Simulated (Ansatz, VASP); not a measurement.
One calculation of Ga3B2As, two programs

```
Ga B As
1.0
     3.03733    0.00000    0.00000
    -1.51866    2.63040    0.00000
     0.00000    0.00000   11.11017
Ga B As
3 2 1
Direct
  0.33333 0.66667 0.60529
  0.00000 0.00000 0.14788
  0.00000 0.00000 0.81919
  0.33333 0.66667 0.98361
  0.66667 0.33333 0.98756
  0.33333 0.66667 0.35147
```

Alike in both runs: task relaxation of cell and atoms; functional PBE; k mesh 12 × 12 × 4; occupations gaussian, width 0.1 eV; no spin polarisation.

|  | VASP | Ansatz |
| --- | --- | --- |
| version | VASP 6.6.1 | Ansatz 0.2.0 |
| potentials or method | VASP PAW PBE potentials, release 64 (Ga_d, B, As), cutoff 600 eV | scalar-relativistic, plane waves, PAW |
| valence electrons in the cell | 50 | 60 |

Ansatz gave:

| Quantity | Value |
| --- | --- |
| gap on the k mesh at the Fermi level, each at its own relaxed structure (eV) | none |
| relaxed volume (Å³/atom) | 14.78 |
| relaxed cell length with the largest relative difference (Å) | 3.066 |

**Question.** Which values does VASP return?

**Answer.** gap on the k mesh at the Fermi level, each at its own relaxed structure (eV): none; relaxed volume (Å³/atom): 14.79; relaxed cell length with the largest relative difference (Å): 3.068.

A gap of «none» marks a metal or a gap that the smearing closes. VASP's potentials hold 50 valence electrons a cell and Ansatz's 60, so a difference there can come from the potentials and not from the codes.
